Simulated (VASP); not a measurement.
# TiC (Fmmm) in VASP: single point with PBEsol

Aim: the single point of TiC with PBEsol.

All numbers are computed with VASP 6.6.1; they aren't measurements. Logs are shortened: lines on timing, memory, paths and dates and some standing lists are left out, and cuts for length are marked.

## Step 1: The cell of the first run

Symmetry: Fmmm, No. 69, orthorhombic system. The conventional cell has a = 4.198 Å, b = 4.328 Å, c = 4.458 Å, α = 90.00°, β = 90.00°, γ = 90.00°. Ti (site symmetry mmm) has 6 C at 2.10 to 2.23 Å within 2.8 Å. C (site symmetry mmm) has 6 Ti at 2.10 to 2.23 Å within 2.8 Å.

## Step 2: Single point, PBEsol (strain +0.0300 x Voigt [1, -1, 0, 0, 0, 0])

Contents of INCAR:

```
ALGO = Normal ; EDIFF = 1E-6
ENCUT = 520 ; GGA = PS
ISIF = 2 ; ISMEAR = 0
LASPH = True ; LCHARG = True
LELF = True ; LREAL = False
LVHAR = True ; LWAVE = False
NBANDS = 15 ; NELM = 60
PREC = Accurate ; SIGMA = 0.15
```

Contents of KPOINTS:

```
k-points
0
Gamma
  18 18 18
```

Contents of POSCAR:

```
TiC
1.0
    0.0000000000      2.0990800000      2.1640000000
    2.2289200000      0.0000000000      2.1640000000
    2.2289200000      2.0990800000      0.0000000000
Ti C
1 1
Direct
    0.0000000000      0.0000000000      0.0000000000
    0.5000000000      0.5000000000      0.5000000000
```

Potentials or basis: VASP PAW PBE potentials, release 64 (Ti_sv, C).

The run is started by

```sh
cat potpaw_PBE.64/Ti_sv/POTCAR potpaw_PBE.64/C/POTCAR > POTCAR
mpirun -np 1 vasp_std > vasp.out
```

OUTCAR:

```text
EDIFF = 1E-6
   ENCUT = 520
   GGA = PS
   ISIF = 2
   ISMEAR = 0
   LASPH = True
   LREAL = False
   NELM = 60
   PREC = Accurate

 ion  position               nearest neighbor table
   1  0.000  0.000  0.000-   2 2.10   2 2.10   2 2.16   2 2.16   2 2.23   2 2.23
   2  0.500  0.500  0.500-   1 2.10   1 2.10   1 2.16   1 2.16   1 2.23   1 2.23

  LATTYP: Found a face centered orthorhombic cell.
 ALAT       =     4.1981600000
 B/A-ratio  =     1.0309278351
 C/A-ratio  =     1.0618556701

  Lattice vectors:

 A1 = (  -2.2289200000,   0.0000000000,  -2.1640000000)
 A2 = (  -2.2289200000,   2.0990800000,   0.0000000000)
 A3 = (   0.0000000000,   2.0990800000,  -2.1640000000)

Analysis of symmetry for initial positions (statically):
=====================================================================
 Subroutine PRICEL returns:
 Original cell was already a primitive cell.

 Routine SETGRP: Setting up the symmetry group for a
 face centered orthorhombic supercell.

 Subroutine GETGRP returns: Found  8 space group operations
 (whereof  8 operations were pure point group operations)
 out of a pool of  8 trial point group operations.

The static configuration has the point symmetry D_2h.

Analysis of symmetry for dynamics (positions and initial velocities):
=====================================================================
 Subroutine PRICEL returns:
 Original cell was already a primitive cell.

 Routine SETGRP: Setting up the symmetry group for a
 face centered orthorhombic supercell.

 Subroutine GETGRP returns: Found  8 space group operations
 (whereof  8 operations were pure point group operations)
 out of a pool of  8 trial point group operations.

The dynamic configuration has the point symmetry D_2h.

 Subroutine INISYM returns: Found  8 space group operations
 (whereof  8 operations are pure point group operations),
 and found     1 'primitive' translations

----------------------------------------------------------------------------------------

                                     Primitive cell

  volume of cell :      20.2493

  direct lattice vectors                    reciprocal lattice vectors
     0.000000000  2.099080000  2.164000000    -0.224323888  0.238199592  0.231053604
     2.228920000  0.000000000  2.164000000     0.224323888 -0.238199592  0.231053604
     2.228920000  2.099080000  0.000000000     0.224323888  0.238199592 -0.231053604

  length of vectors
     3.014802290  3.106602705  3.061735000     0.400557138  0.400557138  0.400557138

  position of ions in fractional coordinates (direct lattice)
     0.000000000  0.000000000  0.000000000
     0.500000000  0.500000000  0.500000000

  ion indices of the primitive-cell ions
   primitive index   ion index
                 1           1
                 2           2

----------------------------------------------------------------------------------------

 KPOINTS: k-points

Automatic generation of k-mesh.
 Grid dimensions read from file:
 generate k-points for:   18   18   18

 Generating k-lattice:

  Cartesian coordinates                     Fractional coordinates (reciprocal lattice)
    -0.012462438  0.013233311  0.012836311     0.055555556  0.000000000 -0.000000000
     0.012462438 -0.013233311  0.012836311     0.000000000  0.055555556  0.000000000
     0.012462438  0.013233311 -0.012836311    -0.000000000  0.000000000  0.055555556

  Length of vectors
     0.022253174  0.022253174  0.022253174

  Shift w.r.t. Gamma in fractional coordinates (k-lattice)
     0.000000000  0.000000000  0.000000000

 Subroutine IBZKPT returns following result:
 ===========================================

 Found    865 irreducible k-points:

 Following reciprocal coordinates:
            Coordinates               Weight
  0.000000  0.000000  0.000000      1.000000
  0.055556  0.000000  0.000000      8.000000
  0.111111  0.000000  0.000000      8.000000
  0.166667  0.000000  0.000000      8.000000
  0.222222  0.000000  0.000000      8.000000
  0.277778  0.000000  0.000000      8.000000
[... 16 lines left out ...]
 -0.277778  0.055556 -0.000000      8.000000
 -0.222222  0.055556 -0.000000      8.000000
 [... further k-points ...]
   k-points           NKPTS =    865   k-points in BZ     NKDIM =    865   number of bands    NBANDS=     15
   number of dos      NEDOS =    301   number of ions     NIONS =      2
   total plane-waves  NPLWV =  13824
   dimension x,y,z NGX =    24 NGY =   24 NGZ =   24
   dimension x,y,z NGXF=    48 NGYF=   48 NGZF=   48
   ions per type =               1   1
   NGX,Y,Z   is equivalent  to a cutoff of  13.23, 12.84, 13.03 a.u.
   NGXF,Y,Z  is equivalent  to a cutoff of  26.47, 25.69, 26.06 a.u.
 SYSTEM =  unknown system
   PREC   = accura    normal or accurate (medium, high low for compatibility)
   ISTART =      0    job   : 0-new  1-cont  2-samecut
   ICHARG =      2    charge: 1-file 2-atom 10-const
   ISPIN  =      1    spin polarized calculation?
   LNONCOLLINEAR =      F non collinear calculations
   LSORBIT =      F    spin-orbit coupling
   LASPH  =      T    aspherical Exc in radial PAW
   ENCUT  =  520.0 eV  38.22 Ry    6.18 a.u.   5.61  5.78  5.69*2*pi/ulx,y,z
   NELM   =     60;   NELMIN=  2; NELMDL= -5     # of ELM steps
   EDIFF  = 0.1E-05   stopping-criterion for ELM
   LREAL  =      F    real-space projection
   EDIFFG = 0.1E-04   stopping-criterion for IOM
   NSW    =      0    number of steps for IOM
   IBRION =     -1    ionic relax: 0-MD 1-quasi-New 2-CG
   NFREE  =      0    steps in history (QN), initial steepest desc. (CG)
   ISIF   =      2    stress and relaxation
   ISYM   =      2    0-nonsym 1-usesym 2-fastsym
   POTIM  = 0.5000    time-step for ionic-motion
   TEBEG  =    0.0;   TEEND  =   0.0 temperature during run
   PSTRESS=    0.0 pullay stress
   NELECT =      16.0000    total number of electrons
   NUPDOWN=      -1.0000    fix difference up-down
   EMIN   =  10.00;   EMAX   =-10.00  energy-range for DOS
   EFERMI =   0.00;   METHOD = LEGACY
   ISMEAR =     0;   SIGMA  =   0.15  broadening in eV -4-tet -1-fermi 0-gaus
   EFERMI_NEDOS =   21; number of points for ismear=-14 and -15
   IALGO  =     38    algorithm
   IMIX   =      4    mixing-type and parameters
     AMIX     =   0.40;   BMIX     =  1.00
     AMIX_MAG =   1.60;   BMIX_MAG =  1.00
  volume/ion in A,a.u.               =      10.12        68.32
  Fermi-wavevector in a.u.,A,eV,Ry     =   1.513484  2.860071 31.165977  2.290635
  Thomas-Fermi vector in A             =   2.623269
   LORBIT       =      0    0 simple, 1 ext, 2 COOP (PROOUT), +10 PAW based schemes
   GGA     = PS    functional components
   LHFCALC =     F    Hartree Fock is set to
   AEXX    =    0.0000 exact exchange contribution
   IVDW    =     0    specifies the selected vdW correction
   LEPSILON=     F    determine dielectric tensor
   LRPA    =     F    only Hartree local field effects (RPA)
 non-spin polarized calculation
 Gauss-broadening in eV      SIGMA  =   0.15
  energy-cutoff  :      520.00
  volume of cell :       20.25
 maximum number of plane-waves:       560
   NGX = 11   NGY = 11   NGZ = 11

 number of electron      16.0000001 magnetization

 Free energy of the ion-electron system (eV)
  ---------------------------------------------------
  ext. energy  EPLUGINS =         0.00000000
  ---------------------------------------------------
  free energy    TOTEN  =       -19.75139411 eV

  energy without entropy =      -19.74798482  energy(sigma->0) =      -19.74968947

 E-fermi :   9.3452     XC(G=0): -12.8720

 val. band max:        9.3396008265   @ k =  -0.0556   0.0556  -0.0000
 cond. band min:       9.3499676073   @ k =   0.1111   0.0000   0.0000
 fundamental gap:      0.0103667808
 Fermi energy:         9.3451521269

 k-point     1 :       0.0000    0.0000    0.0000
  band No.  band energies     occupation
      1     -46.9692      2.00000
      2     -23.1389      2.00000
      3     -23.0895      2.00000
      4     -23.0591      2.00000
      5      -3.0440      2.00000
      6       9.7930      0.00002
      7      10.0192      0.00000
      8      10.2389      0.00000
      9      10.8471      0.00000
     10      10.9364      0.00000
     11      11.0440      0.00000
     12      11.1695      0.00000
     13      11.2381      0.00000
     14      19.9377      0.00000
     15      23.3103      0.00000

 k-point     2 :       0.0556    0.0000    0.0000
  band No.  band energies     occupation
      1     -46.9669      2.00000
      2     -23.1456      2.00000
      3     -23.0965      2.00000
      4     -23.0647      2.00000
      5      -2.9728      2.00000
      6       9.5821      0.02551
      7       9.7623      0.00008
      8      10.0300      0.00000
      9      10.3263      0.00000
     10      10.4831      0.00000
     11      11.2538      0.00000
     12      11.7851      0.00000
     13      12.1082      0.00000
     14      20.0638      0.00000
     15      23.3446      0.00000

 k-point     3 :       0.1111    0.0000    0.0000
  band No.  band energies     occupation
      1     -46.9603      2.00000
      2     -23.1739      2.00000
      3     -23.1153      2.00000
      4     -23.0726      2.00000
      5      -2.7630      2.00000
      6       8.8889      1.99998
      7       9.1035      1.97731
      8       9.3500      0.96379
      9      10.3381      0.00000
     10      10.4764      0.00000
     11      11.5454      0.00000
     12      12.7057      0.00000
     13      13.0847      0.00000
     14      20.3846      0.00000
     15      23.3849      0.00000
[... 343 lines left out ...]
 k-point    23 :      -0.2778    0.0556   -0.0000
  band No.  band energies     occupation
      1     -46.9187      2.00000
      2     -23.4321      2.00000
      3     -23.1674      2.00000
      4     -23.0995      2.00000
      5      -1.2029      2.00000
      6       5.7700      2.00000
      7       7.0960      2.00000
      8       7.3171      2.00000
      9      11.2204      0.00000
     10      11.6087      0.00000
     11      12.5661      0.00000
     12      15.3428      0.00000
     13      16.4060      0.00000
     14      19.9780      0.00000
     15      24.1036      0.00000

 k-point    24 :      -0.2222    0.0556   -0.0000
  band No.  band energies     occupation
      1     -46.9318      2.00000
      2     -23.3480      2.00000
      3     -23.1527      2.00000
      4     -23.0943      2.00000
      5      -1.7557      2.00000
      6       6.6779      2.00000
      7       7.5492      2.00000
      8       7.8041      2.00000
      9      10.8628      0.00000
     10      11.2837      0.00000
     11      12.2831      0.00000
     12      14.5234      0.00000
     13      15.6010      0.00000
     14      20.6646      0.00000
     15      23.5650      0.00000

 [... further k-points ...]
[... 5 lines left out ...]
  --------------------------------------------------------------------------------------
  -------------------------------------------------------------------------------------
  Total       -1.9699358      1.0247966     -0.7151597      0.0000000      0.0000000      0.0000000
  in kB     -155.8661919     81.0844434    -56.5852052      0.0000000      0.0000000      0.0000000
  external PRESSURE =     -43.7889846 kB  Pullay stress =       0.0000000 kB

 VOLUME and BASIS-vectors are now :
 -----------------------------------------------------------------------------
  energy-cutoff  :      520.00
  volume of cell :       20.25
      direct lattice vectors                 reciprocal lattice vectors
     0.000000000  2.099080000  2.164000000    -0.224323888  0.238199592  0.231053604
     2.228920000  0.000000000  2.164000000     0.224323888 -0.238199592  0.231053604
     2.228920000  2.099080000  0.000000000     0.224323888  0.238199592 -0.231053604

 POSITION                                       TOTAL-FORCE (eV/Angst)
 -----------------------------------------------------------------------------------
      0.00000      0.00000      0.00000        -0.000000      0.000000     -0.000000
      2.22892      2.09908      2.16400         0.000000      0.000000      0.000000
 -----------------------------------------------------------------------------------
    total drift:                                0.000000     -0.000000     -0.000000

  FREE ENERGIE OF THE ION-ELECTRON SYSTEM (eV)
  ---------------------------------------------------
  free  energy   TOTEN  =       -19.7513941129 eV

  energy  without entropy=      -19.7479848245  energy(sigma->0) =      -19.74968947
```

Run time: 74 s. Hardware: 1 thread of Intel Xeon 6975P-C (Granite Rapids), shared host; peak memory 0.36 GiB.

Results:

```
Free energy            : -19.7514 eV
Pressure               : -4.4 GPa
Band gap on the k mesh : zero (band 8 reaches 10.24 eV, above the bottom of band 9 at 8.63 eV)
```

Stress tensor (GPa, compression positive):
```
-15.59   0.00   0.00
  0.00   8.11   0.00
  0.00   0.00  -5.66
```

Caveat: the cell differs from its parent crystal (strain +0.0300 x Voigt [1, -1, 0, 0, 0, 0]); the PAW data sets were made with another functional, which shifts forces and pressure a little.
